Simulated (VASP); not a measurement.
# Ru (Fd-3m) in VASP: further runs

The runs below take Ru through single point, with PBE.

Everything below comes from runs of VASP 6.6.1. Logs are shortened: lines on timing, memory, paths and dates and some standing lists are left out, and cuts for length are marked.

## 1. The cell of the first run

It takes space group Fd-3m (No. 227, cubic). Conventional cell: a = 5.493 Å, b = 5.493 Å, c = 5.493 Å, α = 90.00°, β = 90.00°, γ = 90.00°. Within 3.1 Å of Ru (site symmetry -43m) lie 4 Ru at 2.38 Å.

## 2. Single point, PBE

Input file INCAR:

```
SYSTEM = Ru
ALGO = Normal ; EDIFF = 1E-6
ENCUT = 520 ; GGA = PE
ISIF = 2 ; ISMEAR = -1
LASPH = .TRUE. ; LCHARG = .FALSE.
LREAL = .FALSE. ; LWAVE = .FALSE.
NBANDS = 21 ; NELM = 60
PREC = Accurate ; SIGMA = 0.06122561905347299
```

Input file KPOINTS:

```
k-points
0
G
  17 17 17
  0 0 0
```

Input file POSCAR:

```
Ru
1.0
    0.0000000000      2.7463064905      2.7463064905
    2.7463064905      0.0000000000      2.7463064905
    2.7463064905      2.7463064905      0.0000000000
Ru
2
Direct
    0.0000000000      0.0000000000      0.0000000000
    0.2500000000      0.2500000000      0.2500000000
```

Potentials or basis: VASP PAW PBE potentials, release 64 (Ru_pv).

Run with:

```console
> cat potpaw_PBE.64/Ru_pv/POTCAR > POTCAR
> mpirun -np 1 vasp_std > vasp.out
```

OUTCAR:

```text
SYSTEM = Ru
   EDIFF = 1E-6
   ENCUT = 520
   GGA = PE
   ISIF = 2
   ISMEAR = -1
   LASPH = .TRUE.
   LREAL = .FALSE.
   NELM = 60
   PREC = Accurate

 ion  position               nearest neighbor table
   1  0.000  0.000  0.000-   2 2.38   2 2.38   2 2.38   2 2.38
   2  0.250  0.250  0.250-   1 2.38   1 2.38   1 2.38   1 2.38

  LATTYP: Found a face centered cubic cell.
 ALAT       =     5.4926129810

  Lattice vectors:

 A1 = (   0.0000000000,   2.7463064905,   2.7463064905)
 A2 = (   2.7463064905,   0.0000000000,   2.7463064905)
 A3 = (   2.7463064905,   2.7463064905,   0.0000000000)

Analysis of symmetry for initial positions (statically):
=====================================================================
 Subroutine PRICEL returns:
 Original cell was already a primitive cell.

 Routine SETGRP: Setting up the symmetry group for a
 face centered cubic supercell.

 Subroutine GETGRP returns: Found 48 space group operations
 (whereof 24 operations were pure point group operations)
 out of a pool of 48 trial point group operations.

The static configuration has the point symmetry T_d .
 The point group associated with its full space group is O_h .

Analysis of symmetry for dynamics (positions and initial velocities):
=====================================================================
 Subroutine PRICEL returns:
 Original cell was already a primitive cell.

 Routine SETGRP: Setting up the symmetry group for a
 face centered cubic supercell.

 Subroutine GETGRP returns: Found 48 space group operations
 (whereof 24 operations were pure point group operations)
 out of a pool of 48 trial point group operations.

The dynamic configuration has the point symmetry T_d .
 The point group associated with its full space group is O_h .

 Subroutine INISYM returns: Found 48 space group operations
 (whereof 24 operations are pure point group operations),
 and found     1 'primitive' translations

----------------------------------------------------------------------------------------

                                     Primitive cell

  volume of cell :      41.4264

  direct lattice vectors                    reciprocal lattice vectors
     0.000000000  2.746306490  2.746306490    -0.182062709  0.182062709  0.182062709
     2.746306490  0.000000000  2.746306490     0.182062709 -0.182062709  0.182062709
     2.746306490  2.746306490  0.000000000     0.182062709  0.182062709 -0.182062709

  length of vectors
     3.883863885  3.883863885  3.883863885     0.315341863  0.315341863  0.315341863

  position of ions in fractional coordinates (direct lattice)
     0.000000000  0.000000000  0.000000000
     0.250000000  0.250000000  0.250000000

  ion indices of the primitive-cell ions
   primitive index   ion index
                 1           1
                 2           2

----------------------------------------------------------------------------------------

 KPOINTS: k-points

Automatic generation of k-mesh.
 Grid dimensions read from file:
 generate k-points for:   17   17   17

 Generating k-lattice:

  Cartesian coordinates                     Fractional coordinates (reciprocal lattice)
    -0.010709571  0.010709571  0.010709571     0.058823529  0.000000000  0.000000000
     0.010709571 -0.010709571  0.010709571     0.000000000  0.058823529  0.000000000
     0.010709571  0.010709571 -0.010709571     0.000000000  0.000000000  0.058823529

  Length of vectors
     0.018549521  0.018549521  0.018549521

  Shift w.r.t. Gamma in fractional coordinates (k-lattice)
     0.000000000  0.000000000  0.000000000

 Subroutine IBZKPT returns following result:
 ===========================================

 Found    165 irreducible k-points:

 Following reciprocal coordinates:
            Coordinates               Weight
  0.000000  0.000000  0.000000      1.000000
  0.058824  0.000000  0.000000      8.000000
  0.117647  0.000000  0.000000      8.000000
  0.176471  0.000000  0.000000      8.000000
  0.235294  0.000000  0.000000      8.000000
  0.294118  0.000000  0.000000      8.000000
[... 16 lines left out ...]
 -0.176471  0.058824  0.000000     24.000000
 -0.117647  0.058824  0.000000     24.000000
 [... further k-points ...]
   k-points           NKPTS =    165   k-points in BZ     NKDIM =    165   number of bands    NBANDS=     21
   number of dos      NEDOS =    301   number of ions     NIONS =      2
   total plane-waves  NPLWV =  27000
   dimension x,y,z NGX =    30 NGY =   30 NGZ =   30
   dimension x,y,z NGXF=    60 NGYF=   60 NGZF=   60
   ions per type =               2
   NGX,Y,Z   is equivalent  to a cutoff of  12.84, 12.84, 12.84 a.u.
   NGXF,Y,Z  is equivalent  to a cutoff of  25.68, 25.68, 25.68 a.u.
 SYSTEM =  Ru
   PREC   = accura    normal or accurate (medium, high low for compatibility)
   ISTART =      0    job   : 0-new  1-cont  2-samecut
   ICHARG =      2    charge: 1-file 2-atom 10-const
   ISPIN  =      1    spin polarized calculation?
   LNONCOLLINEAR =      F non collinear calculations
   LSORBIT =      F    spin-orbit coupling
   LASPH  =      T    aspherical Exc in radial PAW
   ENCUT  =  520.0 eV  38.22 Ry    6.18 a.u.   7.22  7.22  7.22*2*pi/ulx,y,z
   NELM   =     60;   NELMIN=  2; NELMDL= -5     # of ELM steps
   EDIFF  = 0.1E-05   stopping-criterion for ELM
   LREAL  =      F    real-space projection
   EDIFFG = 0.1E-04   stopping-criterion for IOM
   NSW    =      0    number of steps for IOM
   IBRION =     -1    ionic relax: 0-MD 1-quasi-New 2-CG
   NFREE  =      0    steps in history (QN), initial steepest desc. (CG)
   ISIF   =      2    stress and relaxation
   ISYM   =      2    0-nonsym 1-usesym 2-fastsym
   POTIM  = 0.5000    time-step for ionic-motion
   TEBEG  =    0.0;   TEEND  =   0.0 temperature during run
   PSTRESS=    0.0 pullay stress
   NELECT =      28.0000    total number of electrons
   NUPDOWN=      -1.0000    fix difference up-down
   EMIN   =  10.00;   EMAX   =-10.00  energy-range for DOS
   EFERMI =   0.00;   METHOD = LEGACY
   ISMEAR =    -1;   SIGMA  =   0.06  broadening in eV -4-tet -1-fermi 0-gaus
   EFERMI_NEDOS =   21; number of points for ismear=-14 and -15
   IALGO  =     38    algorithm
   IMIX   =      4    mixing-type and parameters
     AMIX     =   0.40;   BMIX     =  1.00
     AMIX_MAG =   1.60;   BMIX_MAG =  1.00
  volume/ion in A,a.u.               =      20.71       139.78
  Fermi-wavevector in a.u.,A,eV,Ry     =   1.436708  2.714984 28.084191  2.064130
  Thomas-Fermi vector in A             =   2.555866
   LORBIT       =      0    0 simple, 1 ext, 2 COOP (PROOUT), +10 PAW based schemes
   GGA     = PE    functional components
[... 5 lines left out ...]
 non-spin polarized calculation
  energy-cutoff  :      520.00
  volume of cell :       41.43
 maximum number of plane-waves:      1139
 NGX is ok and might be reduce to    30
   NGX = 15   NGY = 15   NGZ = 15

 number of electron      27.9999993 magnetization

 Free energy of the ion-electron system (eV)
  ---------------------------------------------------
  ext. energy  EPLUGINS =         0.00000000
  ---------------------------------------------------
  free energy    TOTEN  =       -16.09592545 eV

  energy without entropy =      -16.07194661  energy(sigma->0) =      -16.08393603

 E-fermi :   6.7590     XC(G=0): -11.2222

 val. band max:        6.7588349499   @ k =   0.4706   0.2353   0.0588
 cond. band min:       6.7613350801   @ k =   0.4118   0.3529   0.0588
 fundamental gap:      0.0025001302
 Fermi energy:         6.7590046552

 k-point     1 :       0.0000    0.0000    0.0000
  band No.  band energies     occupation
      1     -36.3180      2.00000
      2     -36.3180      2.00000
      3     -36.3180      2.00000
      4     -35.4930      2.00000
      5     -35.4930      2.00000
      6     -35.4930      2.00000
[... 13 lines left out ...]
     20      19.2686      0.00000
     21      19.7270      0.00000

 k-point     2 :       0.0588    0.0000    0.0000
  band No.  band energies     occupation
      1     -36.3213      2.00000
      2     -36.3213      2.00000
      3     -36.3173      2.00000
      4     -35.4940      2.00000
      5     -35.4895      2.00000
      6     -35.4895      2.00000
[... 13 lines left out ...]
     20      18.5402      0.00000
     21      19.5765      0.00000

 k-point     3 :       0.1176    0.0000    0.0000
  band No.  band energies     occupation
      1     -36.3308      2.00000
      2     -36.3308      2.00000
      3     -36.3155      2.00000
      4     -35.4967      2.00000
      5     -35.4796      2.00000
      6     -35.4796      2.00000
[... 13 lines left out ...]
     20      17.6975      0.00000
     21      18.8115      0.00000

 k-point     4 :       0.1765    0.0000    0.0000
  band No.  band energies     occupation
      1     -36.3447      2.00000
      2     -36.3447      2.00000
      3     -36.3128      2.00000
      4     -35.5006      2.00000
      5     -35.4650      2.00000
      6     -35.4650      2.00000
[... 13 lines left out ...]
     20      17.6964      0.00000
     21      18.2084      0.00000

 k-point     5 :       0.2353    0.0000    0.0000
  band No.  band energies     occupation
      1     -36.3609      2.00000
      2     -36.3609      2.00000
      3     -36.3098      2.00000
      4     -35.5052      2.00000
      5     -35.4479      2.00000
      6     -35.4479      2.00000
[... 13 lines left out ...]
     20      17.7894      0.00000
     21      17.8867      0.00000
[... 382 lines left out ...]
     20      17.5364      0.00000
     21      17.6986      0.00000

 k-point    22 :      -0.2353    0.0588    0.0000
  band No.  band energies     occupation
      1     -36.3849      2.00000
      2     -36.3625      2.00000
      3     -36.2953      2.00000
      4     -35.5198      2.00000
      5     -35.4461      2.00000
      6     -35.4239      2.00000
[... 13 lines left out ...]
     20      17.6947      0.00000
     21      17.8510      0.00000

 k-point    23 :      -0.1765    0.0588    0.0000
  band No.  band energies     occupation
      1     -36.3666      2.00000
      2     -36.3464      2.00000
      3     -36.3015      2.00000
      4     -35.5124      2.00000
      5     -35.4630      2.00000
      6     -35.4427      2.00000
[... 13 lines left out ...]
     20      17.6961      0.00000
     21      18.2400      0.00000

 k-point    24 :      -0.1176    0.0588    0.0000
  band No.  band energies     occupation
      1     -36.3485      2.00000
      2     -36.3329      2.00000
      3     -36.3074      2.00000
      4     -35.5053      2.00000
      5     -35.4773      2.00000
      6     -35.4614      2.00000
[... 13 lines left out ...]
     20      17.6971      0.00000
     21      17.9013      0.00000

 [... further k-points ...]
[... 5 lines left out ...]
  --------------------------------------------------------------------------------------
  -------------------------------------------------------------------------------------
  Total       -0.7799061     -0.7799061     -0.7799061     -0.0000000      0.0000000      0.0000000
  in kB      -30.1630941    -30.1630941    -30.1630941     -0.0000000      0.0000000      0.0000000
  external PRESSURE =     -30.1630941 kB  Pullay stress =       0.0000000 kB

 VOLUME and BASIS-vectors are now :
 -----------------------------------------------------------------------------
  energy-cutoff  :      520.00
  volume of cell :       41.43
      direct lattice vectors                 reciprocal lattice vectors
     0.000000000  2.746306490  2.746306490    -0.182062709  0.182062709  0.182062709
     2.746306490  0.000000000  2.746306490     0.182062709 -0.182062709  0.182062709
     2.746306490  2.746306490  0.000000000     0.182062709  0.182062709 -0.182062709

 POSITION                                       TOTAL-FORCE (eV/Angst)
 -----------------------------------------------------------------------------------
      0.00000      0.00000      0.00000         0.000000     -0.000000     -0.000000
      1.37315      1.37315      1.37315        -0.000000      0.000000      0.000000
 -----------------------------------------------------------------------------------
    total drift:                                0.000000     -0.000000      0.000000

  FREE ENERGIE OF THE ION-ELECTRON SYSTEM (eV)
  ---------------------------------------------------
  free  energy   TOTEN  =       -16.0959254491 eV

  energy  without entropy=      -16.0719466147  energy(sigma->0) =      -16.08393603
```

Run time: 1.7 min. Hardware: 1 thread of Intel Xeon Platinum 8375C at 2.90GHz (Ice Lake), shared host; peak memory 0.24 GiB.

Results:

```yaml
Free_energy: -16.0959 eV
Pressure: -3.0 GPa
Band_gap_on_the_k_mesh: zero (band 14 reaches 7.22 eV, above the bottom of band 15 at 6.27 eV)
```

Levels at points of the mesh, in eV from the Fermi level:
| k point | band 10 | band 11 | band 12 | band 13 | band 14 | band 15 | band 16 | band 17 | band 18 | band 19 |
| --- | --- | --- | --- | --- | --- | --- | --- | --- | --- | --- |
| (0.00, 0.00, 0.00) | -3.11 | -3.11 | -3.11 | -0.45 | -0.45 | -0.45 | 1.78 | 1.78 | 10.94 | 10.94 |

## 3. Single point, PBE

This run uses another cell than the first one, of 21.12 Å³/atom, 1.020 times its volume.

Input file INCAR:

```
SYSTEM = Ru
PREC = Accurate
ENCUT = 520
EDIFF = 1E-7
ISMEAR = -1
SIGMA = 0.06122561905347299
LREAL = .FALSE.
LASPH = .TRUE.
NELM = 100
ALGO = Normal
ISIF = 2
LWAVE = .FALSE.
LCHARG = .FALSE.
GGA = PE
NBANDS = 21
```

Input file KPOINTS:

```
regular mesh
0
G
  17 17 17
  0 0 0
```

Input file POSCAR:

```
Ru
1.0
    0.0000000000      2.7641401493      2.7641401493
    2.7641401493      0.0000000000      2.7641401493
    2.7641401493      2.7641401493      0.0000000000
Ru
2
Direct
    0.0000000000      0.0000000000      0.0000000000
    0.2500000000      0.2500000000      0.2500000000
```

Potentials or basis: VASP PAW PBE potentials, release 64 (Ru_pv).

Run with:

```console
> cat potpaw_PBE.64/Ru_pv/POTCAR > POTCAR
> mpirun -np 1 vasp_std > vasp.out
```

Wall time 2.1 min (1 thread of Intel Xeon Platinum 8375C at 2.90GHz (Ice Lake), shared host); peak memory 0.24 GiB.

It converged, with:

| Quantity | Value |
| --- | --- |
| Free energy | -16.0739 eV |
| Pressure | -5.8 GPa |
| Band gap on the k mesh | zero (band 14 reaches 6.97 eV, above the bottom of band 15 at 6.04 eV) |

Levels at points of the mesh, in eV from the Fermi level:
| k point | band 11 | band 12 | band 13 | band 14 | band 15 | band 16 | band 17 | band 18 |
| --- | --- | --- | --- | --- | --- | --- | --- | --- |
| (0.00, 0.00, 0.00) | -3.05 | -3.05 | -0.44 | -0.44 | -0.44 | 1.72 | 1.72 | 10.95 |

## 4. Single point, PBE

This run uses another cell than the first one, of 21.12 Å³/atom, 1.020 times its volume.

Input file INCAR:

```
PREC = Accurate
ENCUT = 520
EDIFF = 1E-6
ISMEAR = -1
SIGMA = 0.06122561905347299
LREAL = False
LASPH = True
NELM = 60
ALGO = Normal
ISIF = 2
LWAVE = False
LCHARG = False
GGA = PE
NBANDS = 21
```

Input file KPOINTS:

```
regular mesh
0
Gamma
  17 17 17
```

POSCAR is that of step 3.

Run with:

```console
> cat potpaw_PBE.64/Ru_pv/POTCAR > POTCAR
> mpirun -np 1 vasp_std > vasp.out
```

It took 2 min on 1 thread of Intel Xeon Platinum 8375C at 2.90GHz (Ice Lake), shared host; peak memory 0.24 GiB.

The run converged. Its results:

```yaml
Free_energy: -16.0739 eV
Pressure: -5.8 GPa
Band_gap_on_the_k_mesh: zero (band 14 reaches 6.97 eV, above the bottom of band 15 at 6.04 eV)
```

Levels at points of the mesh, in eV from the Fermi level:
| k point | band 12 | band 13 | band 14 | band 15 | band 16 | band 17 |
| --- | --- | --- | --- | --- | --- | --- |
| (0.00, 0.00, 0.00) | -3.05 | -0.44 | -0.44 | -0.44 | 1.72 | 1.72 |
